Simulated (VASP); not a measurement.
# KBr (P4mm) in VASP: a series of runs, part 2 of 2

VASP 6.6.1. Earlier steps stand in the parts before.

## 4. Single point, PBE

INCAR reads:

```
PREC     = Accurate       # precision mode
ENCUT    = 520            # plane-wave cutoff, eV
EDIFF    = 1E-7           # SCF threshold, eV
ISMEAR   = 0              # smearing method
SIGMA    = 0.05           # smearing width, eV
LREAL    = F              # projectors in reciprocal space
LASPH    = T              # aspherical terms in the spheres
NELM     = 100            # most SCF steps
ALGO     = Normal         # electronic algorithm
ISIF     = 2              # what is computed and relaxed
LWAVE    = F              # write WAVECAR
LCHARG   = F              # write CHGCAR
GGA      = PE             # functional
NBANDS   = 15             # bands
```

KPOINTS reads:

```
regular mesh
0
Gamma
  6 6 6
```

POSCAR reads:

```
KBr
1.0
    4.0434990000      0.0000000000      0.0000000000
    0.0000000000      4.0434990000      0.0000000000
    0.0000000000      0.0000000000      4.0434990000
K Br
1 1
Direct
    0.0618276399      0.0000000000      0.0000000000
    0.5000000000      0.5000000000      0.5000000000
```

Potentials or basis: VASP PAW PBE potentials, release 64 (K_sv, Br).

Started as:

```console
$ cat potpaw_PBE.64/K_sv/POTCAR potpaw_PBE.64/Br/POTCAR > POTCAR
$ mpirun -np 1 vasp_std > vasp.out
```

OUTCAR:

```text
PREC = Accurate
   ENCUT = 520
   EDIFF = 1E-7
   ISMEAR = 0
   LREAL = F
   LASPH = T
   NELM = 100
   ISIF = 2
   GGA = PE

 ion  position               nearest neighbor table
   1  0.062  0.000  0.000-
   2  0.500  0.500  0.500-

  LATTYP: Found a simple cubic cell.
 ALAT       =     4.0434990000

  Lattice vectors:

 A1 = (   4.0434990000,   0.0000000000,   0.0000000000)
 A2 = (   0.0000000000,   4.0434990000,   0.0000000000)
 A3 = (   0.0000000000,   0.0000000000,   4.0434990000)

Analysis of symmetry for initial positions (statically):
=====================================================================
 Subroutine PRICEL returns:
 Original cell was already a primitive cell.

 Routine SETGRP: Setting up the symmetry group for a
 simple cubic supercell.

 Subroutine GETGRP returns: Found  8 space group operations
 (whereof  8 operations were pure point group operations)
 out of a pool of 48 trial point group operations.

The static configuration has the point symmetry C_4v.

Analysis of symmetry for dynamics (positions and initial velocities):
=====================================================================
 Subroutine PRICEL returns:
 Original cell was already a primitive cell.

 Routine SETGRP: Setting up the symmetry group for a
 simple cubic supercell.

 Subroutine GETGRP returns: Found  8 space group operations
 (whereof  8 operations were pure point group operations)
 out of a pool of 48 trial point group operations.

The dynamic configuration has the point symmetry C_4v.

 Subroutine INISYM returns: Found  8 space group operations
 (whereof  8 operations are pure point group operations),
 and found     1 'primitive' translations

----------------------------------------------------------------------------------------

                                     Primitive cell

  volume of cell :      66.1107

  direct lattice vectors                    reciprocal lattice vectors
     4.043499000  0.000000000  0.000000000     0.247310559  0.000000000  0.000000000
     0.000000000  4.043499000  0.000000000     0.000000000  0.247310559  0.000000000
     0.000000000  0.000000000  4.043499000     0.000000000  0.000000000  0.247310559

  length of vectors
     4.043499000  4.043499000  4.043499000     0.247310559  0.247310559  0.247310559

  position of ions in fractional coordinates (direct lattice)
     0.061827640  0.000000000  0.000000000
     0.500000000  0.500000000  0.500000000

  ion indices of the primitive-cell ions
   primitive index   ion index
                 1           1
                 2           2

----------------------------------------------------------------------------------------

 KPOINTS: regular mesh

Automatic generation of k-mesh.
 Grid dimensions read from file:
 generate k-points for:    6    6    6

 Generating k-lattice:

  Cartesian coordinates                     Fractional coordinates (reciprocal lattice)
     0.041218427  0.000000000  0.000000000     0.166666667  0.000000000  0.000000000
     0.000000000  0.041218427  0.000000000     0.000000000  0.166666667  0.000000000
     0.000000000  0.000000000  0.041218427     0.000000000  0.000000000  0.166666667

  Length of vectors
     0.041218427  0.041218427  0.041218427

  Shift w.r.t. Gamma in fractional coordinates (k-lattice)
     0.000000000  0.000000000  0.000000000

 Subroutine IBZKPT returns following result:
 ===========================================

 Found     40 irreducible k-points:

 Following reciprocal coordinates:
            Coordinates               Weight
  0.000000  0.000000  0.000000      1.000000
  0.166667  0.000000  0.000000      2.000000
  0.000000  0.166667  0.000000      4.000000
  0.333333  0.000000  0.000000      2.000000
  0.000000  0.333333  0.000000      4.000000
  0.500000  0.000000  0.000000      1.000000
[... 16 lines left out ...]
  0.166667  0.166667  0.166667      8.000000
  0.333333  0.166667  0.166667      8.000000
 [... further k-points ...]
   k-points           NKPTS =     40   k-points in BZ     NKDIM =     40   number of bands    NBANDS=     15
   number of dos      NEDOS =    301   number of ions     NIONS =      2
   total plane-waves  NPLWV =  27000
   dimension x,y,z NGX =    30 NGY =   30 NGZ =   30
   dimension x,y,z NGXF=    60 NGYF=   60 NGZF=   60
   ions per type =               1   1
   NGX,Y,Z   is equivalent  to a cutoff of  12.33, 12.33, 12.33 a.u.
   NGXF,Y,Z  is equivalent  to a cutoff of  24.67, 24.67, 24.67 a.u.
 SYSTEM =  unknown system
   PREC   = accura    normal or accurate (medium, high low for compatibility)
   ISTART =      0    job   : 0-new  1-cont  2-samecut
   ICHARG =      2    charge: 1-file 2-atom 10-const
   ISPIN  =      1    spin polarized calculation?
   LNONCOLLINEAR =      F non collinear calculations
   LSORBIT =      F    spin-orbit coupling
   LASPH  =      T    aspherical Exc in radial PAW
   ENCUT  =  520.0 eV  38.22 Ry    6.18 a.u.   7.52  7.52  7.52*2*pi/ulx,y,z
   NELM   =    100;   NELMIN=  2; NELMDL= -5     # of ELM steps
   EDIFF  = 0.1E-06   stopping-criterion for ELM
   LREAL  =      F    real-space projection
   EDIFFG = 0.1E-05   stopping-criterion for IOM
   NSW    =      0    number of steps for IOM
   IBRION =     -1    ionic relax: 0-MD 1-quasi-New 2-CG
   NFREE  =      0    steps in history (QN), initial steepest desc. (CG)
   ISIF   =      2    stress and relaxation
   ISYM   =      2    0-nonsym 1-usesym 2-fastsym
   POTIM  = 0.5000    time-step for ionic-motion
   TEBEG  =    0.0;   TEEND  =   0.0 temperature during run
   PSTRESS=    0.0 pullay stress
   NELECT =      16.0000    total number of electrons
   NUPDOWN=      -1.0000    fix difference up-down
   EMIN   =  10.00;   EMAX   =-10.00  energy-range for DOS
   EFERMI =   0.00;   METHOD = LEGACY
   ISMEAR =     0;   SIGMA  =   0.05  broadening in eV -4-tet -1-fermi 0-gaus
   EFERMI_NEDOS =   21; number of points for ismear=-14 and -15
   IALGO  =     38    algorithm
   IMIX   =      4    mixing-type and parameters
     AMIX     =   0.40;   BMIX     =  1.00
     AMIX_MAG =   1.60;   BMIX_MAG =  1.00
  volume/ion in A,a.u.               =      33.06       223.07
  Fermi-wavevector in a.u.,A,eV,Ry     =   1.020213  1.927923 14.161412  1.040834
  Thomas-Fermi vector in A             =   2.153770
   LORBIT       =      0    0 simple, 1 ext, 2 COOP (PROOUT), +10 PAW based schemes
   GGA     = PE    functional components
   LHFCALC =     F    Hartree Fock is set to
   AEXX    =    0.0000 exact exchange contribution
   IVDW    =     0    specifies the selected vdW correction
   LEPSILON=     F    determine dielectric tensor
   LRPA    =     F    only Hartree local field effects (RPA)
 non-spin polarized calculation
 Gauss-broadening in eV      SIGMA  =   0.05
  energy-cutoff  :      520.00
  volume of cell :       66.11
 maximum number of plane-waves:      1800
   NGX = 15   NGY = 15   NGZ = 15

 number of electron      15.9999997 magnetization

 Free energy of the ion-electron system (eV)
  ---------------------------------------------------
  ext. energy  EPLUGINS =         0.00000000
  ---------------------------------------------------
  free energy    TOTEN  =        -6.06086693 eV

  energy without entropy =       -6.06086693  energy(sigma->0) =       -6.06086693

 E-fermi :  -0.5306     XC(G=0):  -7.8139

 val. band max:       -0.7748046380   @ k =   0.0000   0.5000   0.5000
 cond. band min:       3.1052425548   @ k =   0.0000   0.0000   0.0000
 fundamental gap:      3.8800471927
 Fermi energy:        -0.5306038127

 k-point     1 :       0.0000    0.0000    0.0000
  band No.  band energies     occupation
      1     -29.4084      2.00000
      2     -13.5653      2.00000
      3     -12.8342      2.00000
      4     -12.8342      2.00000
      5     -12.8207      2.00000
      6      -1.0438      2.00000
      7      -1.0380      2.00000
      8      -1.0380      2.00000
      9       3.1052      0.00000
     10       5.0736      0.00000
     11       5.2166      0.00000
     12       8.8603      0.00000
     13       8.9513      0.00000
     14       8.9513      0.00000
     15      11.0863      0.00000
[... 397 lines left out ...]
 k-point    24 :       0.3333    0.1667    0.1667
  band No.  band energies     occupation
      1     -29.3961      2.00000
      2     -13.5925      2.00000
      3     -12.8850      2.00000
      4     -12.8533      2.00000
      5     -12.6947      2.00000
      6      -2.1808      2.00000
      7      -1.3601      2.00000
      8      -1.3536      2.00000
      9       5.5414      0.00000
     10       6.2676      0.00000
     11       6.7605      0.00000
     12       7.7744      0.00000
     13       8.0834      0.00000
     14       8.4995      0.00000
     15      10.5977      0.00000

 [... further k-points ...]
[... 5 lines left out ...]
  --------------------------------------------------------------------------------------
  -------------------------------------------------------------------------------------
  Total        0.0888202      0.1165607      0.1165607      0.0000000     -0.0000000      0.0000000
  in kB        2.1525365      2.8248197      2.8248197      0.0000000     -0.0000000      0.0000000
  external PRESSURE =       2.6007253 kB  Pullay stress =       0.0000000 kB

 VOLUME and BASIS-vectors are now :
 -----------------------------------------------------------------------------
  energy-cutoff  :      520.00
  volume of cell :       66.11
      direct lattice vectors                 reciprocal lattice vectors
     4.043499000  0.000000000  0.000000000     0.247310559  0.000000000  0.000000000
     0.000000000  4.043499000  0.000000000     0.000000000  0.247310559  0.000000000
     0.000000000  0.000000000  4.043499000     0.000000000  0.000000000  0.247310559

 POSITION                                       TOTAL-FORCE (eV/Angst)
 -----------------------------------------------------------------------------------
      0.25000      0.00000      0.00000        -0.141253     -0.000000      0.000000
      2.02175      2.02175      2.02175         0.141253      0.000000     -0.000000
 -----------------------------------------------------------------------------------
    total drift:                                0.000317      0.000000     -0.000000

  FREE ENERGIE OF THE ION-ELECTRON SYSTEM (eV)
  ---------------------------------------------------
  free  energy   TOTEN  =        -6.0608669267 eV

  energy  without entropy=       -6.0608669267  energy(sigma->0) =       -6.06086693
```

Wall time 41 s (1 thread of Intel Xeon Platinum 8259CL at 2.50GHz (Skylake/Cascade Lake), shared host); peak memory 0.18 GiB.

Results:

* Free energy: -6.0609 eV
* Pressure: 0.3 GPa
* Largest force: 0.141 eV/Å
* Band gap on the k mesh: 3.88 eV, indirect (least direct gap 4.14 eV)

Forces in eV/Å, atoms in the order of the input:
```
K   -0.141  0.000  0.000
Br   0.141  0.000  0.000
```

Levels at points of the mesh, in eV from the valence-band top:
```csv
k point,band 6,band 7,band 8,band 9,band 10,band 11
"(0.00, 0.00, 0.00)",-0.27,-0.26,-0.26,3.88,5.85,5.99
"(0.50, 0.00, 0.00)",-1.92,-0.23,-0.23,6.52,7.10,7.71
"(0.00, 0.50, 0.00)",-1.93,-0.25,-0.21,6.47,7.12,7.63
"(0.50, 0.50, 0.00)",-1.38,-1.37,-0.02,5.25,6.52,8.07
"(0.00, 0.50, 0.50)",-1.38,-1.38,0.00,5.27,6.61,8.09
"(0.50, 0.50, 0.50)",-1.40,-1.40,-1.40,7.31,7.31,7.46
```

Caveat: the cell differs from its parent crystal (all K atoms moved -0.250 Å, as atom 1 towards its neighbour atom 1 (K) at 4.043 Å). A k mesh can miss the band edges.

## 5. Single point, PBE

INCAR reads:

```
SYSTEM = KBr
  ALGO = Normal
  EDIFF = 1E-6
  ENCUT = 520
  GGA = PE
  ISIF = 2
  ISMEAR = 0
  LASPH = .True.
  LCHARG = .True.
  LELF = .True.
  LREAL = .False.
  LVHAR = .True.
  LWAVE = .False.
  NBANDS = 15
  NELM = 80
  PREC = Accurate
  SIGMA = 0.05
```

KPOINTS reads:

```
k-points
0
Gamma
  6 6 6
  0 0 0
```

Changes to POSCAR since step 4:

```diff
@@ -8,3 +8,3 @@
 Direct
-    0.0618276399      0.0000000000      0.0000000000
+   -0.0463707299      0.0000000000      0.0000000000
     0.5000000000      0.5000000000      0.5000000000
```

Potentials or basis: VASP PAW PBE potentials, release 64 (K_sv, Br).

Started as:

```console
$ cat potpaw_PBE.64/K_sv/POTCAR potpaw_PBE.64/Br/POTCAR > POTCAR
$ mpirun -np 1 vasp_std > vasp.out
```

OUTCAR:

```text
SYSTEM = KBr
   EDIFF = 1E-6
   ENCUT = 520
   GGA = PE
   ISIF = 2
   ISMEAR = 0
   LASPH = .True.
   LREAL = .False.
   NELM = 80
   PREC = Accurate

 ion  position               nearest neighbor table
   1  0.954  0.000  0.000-
   2  0.500  0.500  0.500-

  LATTYP: Found a simple cubic cell.
 ALAT       =     4.0434990000

  Lattice vectors:

 A1 = (   4.0434990000,   0.0000000000,   0.0000000000)
 A2 = (   0.0000000000,   4.0434990000,   0.0000000000)
[... 607 lines left out ...]
      9       5.5461      0.00000
     10       6.2705      0.00000
     11       6.7365      0.00000
     12       7.8234      0.00000
     13       8.0970      0.00000
     14       8.4250      0.00000
     15      10.5896      0.00000

 [... further k-points ...]
[... 5 lines left out ...]
  --------------------------------------------------------------------------------------
  -------------------------------------------------------------------------------------
  Total        0.0509170      0.0657148      0.0657148      0.0000000      0.0000000      0.0000000
  in kB        1.2339614      1.5925823      1.5925823      0.0000000      0.0000000      0.0000000
  external PRESSURE =       1.4730420 kB  Pullay stress =       0.0000000 kB

 VOLUME and BASIS-vectors are now :
 -----------------------------------------------------------------------------
  energy-cutoff  :      520.00
  volume of cell :       66.11
      direct lattice vectors                 reciprocal lattice vectors
     4.043499000  0.000000000  0.000000000     0.247310559  0.000000000  0.000000000
     0.000000000  4.043499000  0.000000000     0.000000000  0.247310559  0.000000000
     0.000000000  0.000000000  4.043499000     0.000000000  0.000000000  0.247310559

 POSITION                                       TOTAL-FORCE (eV/Angst)
 -----------------------------------------------------------------------------------
      3.85600      0.00000      0.00000         0.104632     -0.000000      0.000000
      2.02175      2.02175      2.02175        -0.104632      0.000000     -0.000000
 -----------------------------------------------------------------------------------
    total drift:                               -0.000438      0.000000      0.000000

  FREE ENERGIE OF THE ION-ELECTRON SYSTEM (eV)
  ---------------------------------------------------
  free  energy   TOTEN  =        -6.0685490817 eV

  energy  without entropy=       -6.0685490817  energy(sigma->0) =       -6.06854908
```

OSZICAR:

```text
N       E                     dE             d eps       ncg     rms          rms(c)
DAV:   1     0.940122341154E+02    0.94012E+02   -0.68892E+03  1200   0.930E+02
DAV:   2    -0.274016663338E+00   -0.94286E+02   -0.88402E+02  1538   0.232E+02
DAV:   3    -0.599755717883E+01   -0.57235E+01   -0.56965E+01  1769   0.491E+01
DAV:   4    -0.627211228356E+01   -0.27456E+00   -0.27448E+00  1717   0.848E+00
DAV:   5    -0.627457816472E+01   -0.24659E-02   -0.24658E-02  1733   0.908E-01    0.266E+00
DAV:   6    -0.609474509620E+01    0.17983E+00   -0.15922E-01  1522   0.225E+00    0.195E+00
DAV:   7    -0.606509737292E+01    0.29648E-01   -0.93249E-02  1557   0.192E+00    0.958E-01
DAV:   8    -0.606821109169E+01   -0.31137E-02   -0.13981E-02  1613   0.867E-01    0.125E-01
DAV:   9    -0.606837506435E+01   -0.16397E-03   -0.48138E-04  1691   0.169E-01    0.784E-02
DAV:  10    -0.606854739915E+01   -0.17233E-03   -0.22371E-04  1263   0.109E-01    0.143E-02
DAV:  11    -0.606854859032E+01   -0.11912E-05   -0.85173E-06  1723   0.206E-02    0.706E-03
DAV:  12    -0.606854908166E+01   -0.49134E-06   -0.29220E-06  1332   0.131E-02
   1 F= -.60685491E+01 E0= -.60685491E+01  d E =-.256930E-11
```

Wall time 36 s (1 thread of Intel Xeon Platinum 8259CL at 2.50GHz (Skylake/Cascade Lake), shared host); peak memory 0.18 GiB.

Results:

```yaml
Free_energy: -6.0685 eV
Pressure: 0.1 GPa
Largest_force: 0.105 eV/Å
Band_gap_on_the_k_mesh: 3.87 eV, indirect (least direct gap 4.13 eV)
```

Forces on the atoms (eV/Å):
```
K    0.105  0.000  0.000
Br  -0.105  0.000  0.000
```

Levels at points of the mesh, in eV from the valence-band top:
```csv
k point,band 5,band 6,band 7,band 8,band 9,band 10,band 11,band 12
"(0.00, 0.00, 0.00)",-12.07,-0.27,-0.26,-0.26,3.87,5.85,5.93,9.64
"(0.50, 0.00, 0.00)",-11.88,-1.93,-0.23,-0.23,6.50,7.13,7.68,9.00
"(0.00, 0.50, 0.00)",-11.86,-1.93,-0.24,-0.22,6.48,7.15,7.63,8.67
"(0.50, 0.50, 0.00)",-12.04,-1.38,-1.37,-0.01,5.24,6.51,8.06,8.09
"(0.00, 0.50, 0.50)",-12.04,-1.38,-1.38,0.00,5.25,6.56,8.07,8.07
"(0.50, 0.50, 0.50)",-12.18,-1.41,-1.41,-1.41,7.35,7.35,7.43,9.43
```

Caveat: the cell differs from its parent crystal (all K atoms moved +0.188 Å, as atom 1 towards its neighbour atom 1 (K) at 4.043 Å). A k mesh can miss the band edges.
